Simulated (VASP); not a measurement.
HgH5:

```
Hg H
1.0
     4.53971    0.00000    0.00000
    -2.26985    3.93150    0.00000
     0.00000    0.00000    3.60593
Hg H
1 5
Direct
  0.00000 0.00000 0.00000
  0.00000 0.50000 0.50000
  0.33333 0.66667 0.00000
  0.66667 0.33333 0.00000
  0.50000 0.00000 0.50000
  0.50000 0.50000 0.50000
```

```yaml
Program: VASP 6.6.1
Task: relaxation of cell and atoms
Functional: PBE
Potentials_or_basis: VASP PAW PBE potentials, release 64 (Hg, H)
Cutoff: 600 eV
k_mesh: 6 × 6 × 6
Occupations: gaussian, width 0.1 eV
Spin: no spin polarisation
```

At the start: pressure -12.6 GPa; volume 10.73 Å³/atom.

**Question.** Where does the relaxation end?

**Answer.** Over 14 steps the energy falls by 249.4 meV/atom and the volume is 6.82 Å³/atom (-36.4 %); space group P6/mmm (No. 191, to 0.05 Å).

The path:
```csv
step,energy change (eV),largest force (eV/Å),pressure (GPa),volume (Å³)
1,0.0000,0.0000,-12.63,64.36
2,-0.5890,0.0000,-12.11,56.80
3,-1.3165,0.0000,7.93,37.72
4,-1.3749,0.0000,-3.05,42.94
5,-1.3933,0.0000,-0.32,41.28
6,-1.3933,0.0000,0.41,40.89
7,-1.3982,0.0000,0.50,40.86
8,-1.4259,0.0000,0.63,40.76
9,-1.4832,0.0000,1.04,40.48
10,-1.4036,0.0000,4.85,39.66
11,-1.4879,0.0000,1.84,40.20
12,-1.4939,0.0000,1.39,40.33
13,-1.4920,0.0000,-1.25,41.70
14,-1.4966,0.0000,0.22,40.91
```

Final structure:
```cif
data_structure
_symmetry_space_group_name_H-M 'P 1'
_symmetry_Int_Tables_number 1
_cell_length_a 4.0864
_cell_length_b 4.0864
_cell_length_c 2.8288
_cell_angle_alpha 90.000
_cell_angle_beta 90.000
_cell_angle_gamma 120.000
_cell_volume 40.91
loop_
_atom_site_label
_atom_site_type_symbol
_atom_site_fract_x
_atom_site_fract_y
_atom_site_fract_z
_atom_site_occupancy
Hg1 Hg 0.00000 0.00000 0.00000 1
H1 H 0.00000 0.50000 0.50000 1
H2 H 0.33333 0.66667 0.00000 1
H3 H 0.66667 0.33333 0.00000 1
H4 H 0.50000 0.00000 0.50000 1
H5 H 0.50000 0.50000 0.50000 1
```

Caveat: the volume moved by over 15 % at a fixed basis, so the end points are rough.
